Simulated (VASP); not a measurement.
Here is a VASP 6.6.1 calculation.

Contents of POSCAR.step1:

```
AlRu
1.0
    2.9095967325      0.0000000000      0.0000000000
    0.0000000000      2.9095967325      0.0000000000
    0.0000000000      0.0000000000      2.9095967325
Ru Al
1 1
Direct
    0.5000000000      0.5000000000      0.5000000000
    0.0000000000      0.0000000000      0.0000000000
```

File POSCAR.step2:

```
AlRu
1.0
    2.9511680166      0.0000000000      0.0000000000
    0.0000000000      2.9511680166      0.0000000000
    0.0000000000      0.0000000000      2.9511680166
Ru Al
1 1
Direct
    0.5000000000      0.5000000000      0.5000000000
    0.0000000000      0.0000000000      0.0000000000
```

File POSCAR.step3:

```
AlRu
1.0
    2.9916000000      0.0000000000      0.0000000000
    0.0000000000      2.9916000000      0.0000000000
    0.0000000000      0.0000000000      2.9916000000
Ru Al
1 1
Direct
    0.5000000000      0.5000000000      0.5000000000
    0.0000000000      0.0000000000      0.0000000000
```

Contents of POSCAR.step4:

```
AlRu
1.0
    3.0309676725      0.0000000000      0.0000000000
    0.0000000000      3.0309676725      0.0000000000
    0.0000000000      0.0000000000      3.0309676725
Ru Al
1 1
Direct
    0.5000000000      0.5000000000      0.5000000000
    0.0000000000      0.0000000000      0.0000000000
```

File POSCAR.step5:

```
AlRu
1.0
    3.0693384252      0.0000000000      0.0000000000
    0.0000000000      3.0693384252      0.0000000000
    0.0000000000      0.0000000000      3.0693384252
Ru Al
1 1
Direct
    0.5000000000      0.5000000000      0.5000000000
    0.0000000000      0.0000000000      0.0000000000
```

INCAR

```
METAGGA = R2SCAN
ISMEAR = 0
SIGMA = 0.07
LWAVE = F
LCHARG = F
ISIF = 2
NSW = 0
PREC = Accurate
LASPH = T
LREAL = F
ALGO = Normal
EDIFF = 1E-7
NELM = 120
GGA_COMPAT = F
ENCUT = 310
LMIXTAU = T
KPAR = 2
```

File KPOINTS:

```
Automatic mesh
0
Gamma
  12 12 12
  0 0 0
```

Potentials or basis: VASP PAW PBE potentials, release 64 (Ru_pv, Al).

Run with:

```console
$ cat potpaw_PBE.64/Ru_pv/POTCAR potpaw_PBE.64/Al/POTCAR > POTCAR
$ cp POSCAR.step1 POSCAR
$ mpirun -np 2 vasp_std > vasp.out
$ cp POSCAR.step2 POSCAR
$ mpirun -np 2 vasp_std > vasp.out
$ cp POSCAR.step3 POSCAR
$ mpirun -np 2 vasp_std > vasp.out
$ cp POSCAR.step4 POSCAR
$ mpirun -np 2 vasp_std > vasp.out
$ cp POSCAR.step5 POSCAR
$ mpirun -np 2 vasp_std > vasp.out
```

(1) Estimate the equilibrium volume.

(2) Estimate the bulk modulus.

(3) Estimate the pressure derivative of the bulk modulus.

Answers

(1) 13.28 Å³/atom.

(2) 223 GPa.

(3) 4.3 (rough: it moves with the points fitted).

Caveat: the PAW data sets were made with another functional, which shifts forces and pressure a little.
